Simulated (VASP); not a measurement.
# SiC (P6_3mc) in VASP: further runs

SiC is run at these levels: PBEsol; tasks: single point.

Program: VASP 6.6.1. These are calculated values, not measurements. Logs are shortened: lines on timing, memory, paths and dates and some standing lists are left out, and cuts for length are marked.

## (1) The cell of the first run

It takes space group P6_3mc (No. 186, hexagonal). Conventional cell: a = 3.150 Å, b = 3.150 Å, c = 10.882 Å, α = 90.00°, β = 90.00°, γ = 120.00°. Si (site symmetry 3m) has 4 C at 1.94 to 2.05 Å within 2.6 Å. Within 2.6 Å of Si (site symmetry 3m) lie 4 C at 1.94 to 2.04 Å. C (site symmetry 3m) has 4 Si at 1.94 to 2.05 Å within 2.6 Å. Within 2.6 Å of C (site symmetry 3m) lie 4 Si at 1.94 to 2.04 Å.

## (2) Single point, PBEsol

INCAR

```
SYSTEM = SiC
  PREC = Accurate
  ENCUT = 520
  EDIFF = 1E-6
  ISMEAR = 0
  SIGMA = 0.05
  LREAL = .FALSE.
  LASPH = .TRUE.
  NELM = 60
  ALGO = Normal
  ISIF = 2
  LWAVE = .FALSE.
  LCHARG = .FALSE.
  GGA = PS
  NBANDS = 26
```

KPOINTS

```
regular mesh
0
G
  12 12 4
  0 0 0
```

POSCAR

```
SiC
1.0
    3.1499000000      0.0000000000      0.0000000000
   -1.5749500000      2.7278934194      0.0000000000
    0.0000000000      0.0000000000     10.8819000000
Si C
4 4
Direct
    0.6666666667      0.3333333333      0.9378278494
    0.3333333333      0.6666666667      0.4378278494
    0.0000000000      0.0000000000      0.6878973398
    0.0000000000      0.0000000000      0.1878973398
    0.6666666667      0.3333333333      0.7498191768
    0.3333333333      0.6666666667      0.2498191768
    0.0000000000      0.0000000000      0.5004546340
    0.0000000000      0.0000000000      0.0004546340
```

Potentials or basis: VASP PAW PBE potentials, release 64 (Si, C).

Run with:

```sh
> cat potpaw_PBE.64/Si/POTCAR potpaw_PBE.64/C/POTCAR > POTCAR
> mpirun -np 1 vasp_std > vasp.out
```

OUTCAR:

```text
SYSTEM = SiC
   PREC = Accurate
   ENCUT = 520
   EDIFF = 1E-6
   ISMEAR = 0
   LREAL = .FALSE.
   LASPH = .TRUE.
   NELM = 60
   ISIF = 2
   GGA = PS

 ion  position               nearest neighbor table
   1  0.667  0.333  0.938-   8 1.94   8 1.94   8 1.94   5 2.05
   2  0.333  0.667  0.438-   7 1.94   7 1.94   7 1.94   6 2.05
   3  0.000  0.000  0.688-   5 1.94   5 1.94   5 1.94   7 2.04
   4  0.000  0.000  0.188-   6 1.94   6 1.94   6 1.94   8 2.04
   5  0.667  0.333  0.750-   3 1.94   3 1.94   3 1.94   1 2.05
   6  0.333  0.667  0.250-   4 1.94   4 1.94   4 1.94   2 2.05
   7  0.000  0.000  0.500-   2 1.94   2 1.94   2 1.94   3 2.04
   8  0.000  0.000  0.000-   1 1.94   1 1.94   1 1.94   4 2.04

  LATTYP: Found a hexagonal cell.
 ALAT       =     3.1499000000
 C/A-ratio  =     3.4546811010

  Lattice vectors:

 A1 = (   3.1499000000,   0.0000000000,   0.0000000000)
 A2 = (  -1.5749500000,   2.7278934194,   0.0000000000)
 A3 = (   0.0000000000,   0.0000000000,  10.8819000000)

Analysis of symmetry for initial positions (statically):
=====================================================================
 Subroutine PRICEL returns:
 Original cell was already a primitive cell.

 Routine SETGRP: Setting up the symmetry group for a
 hexagonal supercell.

 Subroutine GETGRP returns: Found 12 space group operations
 (whereof  6 operations were pure point group operations)
 out of a pool of 24 trial point group operations.

The static configuration has the point symmetry C_3v.
 The point group associated with its full space group is C_6v.

Analysis of symmetry for dynamics (positions and initial velocities):
=====================================================================
 Subroutine PRICEL returns:
 Original cell was already a primitive cell.

 Routine SETGRP: Setting up the symmetry group for a
 hexagonal supercell.

 Subroutine GETGRP returns: Found 12 space group operations
 (whereof  6 operations were pure point group operations)
 out of a pool of 24 trial point group operations.

The dynamic configuration has the point symmetry C_3v.
 The point group associated with its full space group is C_6v.

 Subroutine INISYM returns: Found 12 space group operations
 (whereof  6 operations are pure point group operations),
 and found     1 'primitive' translations

----------------------------------------------------------------------------------------

                                     Primitive cell

  volume of cell :      93.5037

  direct lattice vectors                    reciprocal lattice vectors
     3.149900000  0.000000000  0.000000000     0.317470396  0.183291619  0.000000000
    -1.574950000  2.727893419  0.000000000     0.000000000  0.366583237  0.000000000
     0.000000000  0.000000000 10.881900000     0.000000000  0.000000000  0.091895717

  length of vectors
     3.149900000  3.149900000 10.881900000     0.366583237  0.366583237  0.091895717

  position of ions in fractional coordinates (direct lattice)
     0.666666667  0.333333333  0.937827849
     0.333333333  0.666666667  0.437827849
     0.000000000  0.000000000  0.687897340
     0.000000000  0.000000000  0.187897340
     0.666666667  0.333333333  0.749819177
     0.333333333  0.666666667  0.249819177
     0.000000000  0.000000000  0.500454634
     0.000000000  0.000000000  0.000454634

  ion indices of the primitive-cell ions
   primitive index   ion index
                 1           1
                 2           2
                 3           3
                 4           4
                 5           5
                 6           6
                 7           7
                 8           8

----------------------------------------------------------------------------------------

 KPOINTS: regular mesh

Automatic generation of k-mesh.
 Grid dimensions read from file:
 generate k-points for:   12   12    4

 Generating k-lattice:

  Cartesian coordinates                     Fractional coordinates (reciprocal lattice)
     0.026455866  0.015274302  0.000000000     0.083333333  0.000000000  0.000000000
     0.000000000  0.030548603  0.000000000     0.000000000  0.083333333  0.000000000
     0.000000000  0.000000000  0.022973929     0.000000000  0.000000000  0.250000000

  Length of vectors
     0.030548603  0.030548603  0.022973929

  Shift w.r.t. Gamma in fractional coordinates (k-lattice)
     0.000000000  0.000000000  0.000000000

 Subroutine IBZKPT returns following result:
 ===========================================

 Found     57 irreducible k-points:

 Following reciprocal coordinates:
            Coordinates               Weight
  0.000000  0.000000  0.000000      1.000000
  0.083333 -0.000000  0.000000      6.000000
  0.166667 -0.000000  0.000000      6.000000
  0.250000 -0.000000  0.000000      6.000000
  0.333333  0.000000  0.000000      6.000000
  0.416667 -0.000000  0.000000      6.000000
[... 16 lines left out ...]
  0.250000 -0.000000  0.250000     12.000000
  0.333333  0.000000  0.250000     12.000000
 [... further k-points ...]
   k-points           NKPTS =     57   k-points in BZ     NKDIM =     57   number of bands    NBANDS=     26
   number of dos      NEDOS =    301   number of ions     NIONS =      8
   total plane-waves  NPLWV =  48384
   dimension x,y,z NGX =    24 NGY =   24 NGZ =   84
   dimension x,y,z NGXF=    48 NGYF=   48 NGZF=  168
   ions per type =               4   4
   NGX,Y,Z   is equivalent  to a cutoff of  12.67, 12.67, 12.83 a.u.
   NGXF,Y,Z  is equivalent  to a cutoff of  25.33, 25.33, 25.67 a.u.
 SYSTEM =  SiC
   PREC   = accura    normal or accurate (medium, high low for compatibility)
   ISTART =      0    job   : 0-new  1-cont  2-samecut
   ICHARG =      2    charge: 1-file 2-atom 10-const
   ISPIN  =      1    spin polarized calculation?
   LNONCOLLINEAR =      F non collinear calculations
   LSORBIT =      F    spin-orbit coupling
   LASPH  =      T    aspherical Exc in radial PAW
   ENCUT  =  520.0 eV  38.22 Ry    6.18 a.u.   5.86  5.86 20.23*2*pi/ulx,y,z
   NELM   =     60;   NELMIN=  2; NELMDL= -5     # of ELM steps
   EDIFF  = 0.1E-05   stopping-criterion for ELM
   LREAL  =      F    real-space projection
   EDIFFG = 0.1E-04   stopping-criterion for IOM
   NSW    =      0    number of steps for IOM
   IBRION =     -1    ionic relax: 0-MD 1-quasi-New 2-CG
   NFREE  =      0    steps in history (QN), initial steepest desc. (CG)
   ISIF   =      2    stress and relaxation
   ISYM   =      2    0-nonsym 1-usesym 2-fastsym
   POTIM  = 0.5000    time-step for ionic-motion
   TEBEG  =    0.0;   TEEND  =   0.0 temperature during run
   PSTRESS=    0.0 pullay stress
   NELECT =      32.0000    total number of electrons
   NUPDOWN=      -1.0000    fix difference up-down
   EMIN   =  10.00;   EMAX   =-10.00  energy-range for DOS
   EFERMI =   0.00;   METHOD = LEGACY
   ISMEAR =     0;   SIGMA  =   0.05  broadening in eV -4-tet -1-fermi 0-gaus
   EFERMI_NEDOS =   21; number of points for ismear=-14 and -15
   IALGO  =     38    algorithm
   IMIX   =      4    mixing-type and parameters
     AMIX     =   0.40;   BMIX     =  1.00
     AMIX_MAG =   1.60;   BMIX_MAG =  1.00
  volume/ion in A,a.u.               =      11.69        78.87
  Fermi-wavevector in a.u.,A,eV,Ry     =   1.145113  2.163951 17.841114  1.311285
  Thomas-Fermi vector in A             =   2.281803
   LORBIT       =      0    0 simple, 1 ext, 2 COOP (PROOUT), +10 PAW based schemes
   GGA     = PS    functional components
   LHFCALC =     F    Hartree Fock is set to
   AEXX    =    0.0000 exact exchange contribution
   IVDW    =     0    specifies the selected vdW correction
   LEPSILON=     F    determine dielectric tensor
   LRPA    =     F    only Hartree local field effects (RPA)
 non-spin polarized calculation
 Gauss-broadening in eV      SIGMA  =   0.05
  energy-cutoff  :      520.00
  volume of cell :       93.50
 maximum number of plane-waves:      2538
 NGX is ok and might be reduce to    24
   NGX = 11   NGY = 11   NGZ = 41

 number of electron      32.0000002 magnetization

 Free energy of the ion-electron system (eV)
  ---------------------------------------------------
  ext. energy  EPLUGINS =         0.00000000
  ---------------------------------------------------
  free energy    TOTEN  =       -62.67902387 eV

  energy without entropy =      -62.67902387  energy(sigma->0) =      -62.67902387

 E-fermi :   7.1453     XC(G=0): -10.9853

 val. band max:        6.8739005096   @ k =   0.0000   0.0000   0.0000
 cond. band min:       8.6969456708   @ k =   0.5000  -0.0000   0.0000
 fundamental gap:      1.8230451613
 Fermi energy:         7.1453145956

 k-point     1 :       0.0000    0.0000    0.0000
  band No.  band energies     occupation
      1      -7.7721      2.00000
      2      -6.7937      2.00000
      3      -6.7830      2.00000
      4      -4.9967      2.00000
      5      -1.2492      2.00000
      6       2.2793      2.00000
[... 18 lines left out ...]
     25      13.5532      0.00000
     26      14.4158      0.00000

 k-point     2 :       0.0833   -0.0000    0.0000
  band No.  band energies     occupation
      1      -7.6575      2.00000
      2      -6.6825      2.00000
      3      -6.6713      2.00000
      4      -4.8953      2.00000
      5      -1.1462      2.00000
      6       2.3334      2.00000
[... 18 lines left out ...]
     25      13.8476      0.00000
     26      13.9159      0.00000

 k-point     3 :       0.1667   -0.0000    0.0000
  band No.  band energies     occupation
      1      -7.3165      2.00000
      2      -6.3529      2.00000
      3      -6.3399      2.00000
      4      -4.5984      2.00000
      5      -0.8487      2.00000
      6       2.4140      2.00000
[... 572 lines left out ...]
 k-point    23 :       0.2500   -0.0000    0.2500
  band No.  band energies     occupation
      1      -6.6988      2.00000
      2      -6.2165      2.00000
      3      -5.3228      2.00000
      4      -4.3351      2.00000
      5      -0.1407      2.00000
      6       1.3195      2.00000
[... 18 lines left out ...]
     25      14.6986      0.00000
     26      15.0697      0.00000

 k-point    24 :       0.3333    0.0000    0.2500
  band No.  band energies     occupation
      1      -5.9563      2.00000
      2      -5.4953      2.00000
      3      -4.6546      2.00000
      4      -3.7656      2.00000
      5      -0.0800      2.00000
      6       0.4718      2.00000
[... 18 lines left out ...]
     25      14.3113      0.00000
     26      15.0533      0.00000

 [... further k-points ...]

------------------------ aborting loop because EDIFF is reached ----------------------------------------

  FORCE on cell =-STRESS in cart. coord.  units (eV):
  Direction    XX          YY          ZZ          XY          YZ          ZX
  --------------------------------------------------------------------------------------
  -------------------------------------------------------------------------------------
  Total       -7.9847023     -7.9847023    -19.8453563      0.0000000      0.0000000      0.0000000
  in kB     -136.8171114   -136.8171114   -340.0482839      0.0000000      0.0000000      0.0000000
  external PRESSURE =    -204.5608356 kB  Pullay stress =       0.0000000 kB

 VOLUME and BASIS-vectors are now :
 -----------------------------------------------------------------------------
  energy-cutoff  :      520.00
  volume of cell :       93.50
      direct lattice vectors                 reciprocal lattice vectors
     3.149900000  0.000000000  0.000000000     0.317470396  0.183291619  0.000000000
    -1.574950000  2.727893419  0.000000000     0.000000000  0.366583237  0.000000000
     0.000000000  0.000000000 10.881900000     0.000000000  0.000000000  0.091895717

 POSITION                                       TOTAL-FORCE (eV/Angst)
 -----------------------------------------------------------------------------------
      1.57495      0.90930     10.20535        -0.000000     -0.000000     -0.015372
     -0.00000      1.81860      4.76440         0.000000     -0.000000     -0.015372
      0.00000      0.00000      7.48563         0.000000     -0.000000     -0.099592
      0.00000      0.00000      2.04468        -0.000000     -0.000000     -0.099592
      1.57495      0.90930      8.15946         0.000000     -0.000000      0.069923
     -0.00000      1.81860      2.71851        -0.000000      0.000000      0.069923
      0.00000      0.00000      5.44590        -0.000000     -0.000000      0.045040
      0.00000      0.00000      0.00495         0.000000      0.000000      0.045040
 -----------------------------------------------------------------------------------
    total drift:                               -0.000000     -0.000000      0.000866

  FREE ENERGIE OF THE ION-ELECTRON SYSTEM (eV)
  ---------------------------------------------------
  free  energy   TOTEN  =       -62.6790238692 eV

  energy  without entropy=      -62.6790238692  energy(sigma->0) =      -62.67902387
```

Run time: 1.7 min. Hardware: 1 thread of Intel Xeon Platinum 8488C (Sapphire Rapids), shared host; peak memory 0.25 GiB.

What came out:

```yaml
Free_energy: -62.6790 eV
Pressure: -20.5 GPa
Largest_force: 0.100 eV/Å
Band_gap_on_the_k_mesh: 1.82 eV, indirect (least direct gap 3.05 eV)
```

Forces in eV/Å, atoms in the order of the input:
```
Si   0.000  0.000 -0.015
Si   0.000  0.000 -0.015
Si   0.000  0.000 -0.100
Si   0.000  0.000 -0.100
C    0.000  0.000  0.070
C    0.000  0.000  0.070
C    0.000  0.000  0.045
C    0.000  0.000  0.045
```

Stress tensor (GPa, compression positive):
```
-13.68   0.00   0.00
  0.00 -13.68   0.00
  0.00   0.00 -34.00
```

Caveat: the PAW data sets were made with another functional, which shifts forces and pressure a little. PBEsol gaps usually lie below the measured ones, often by a third to a half.

(Part 1 of 2 ends here.)
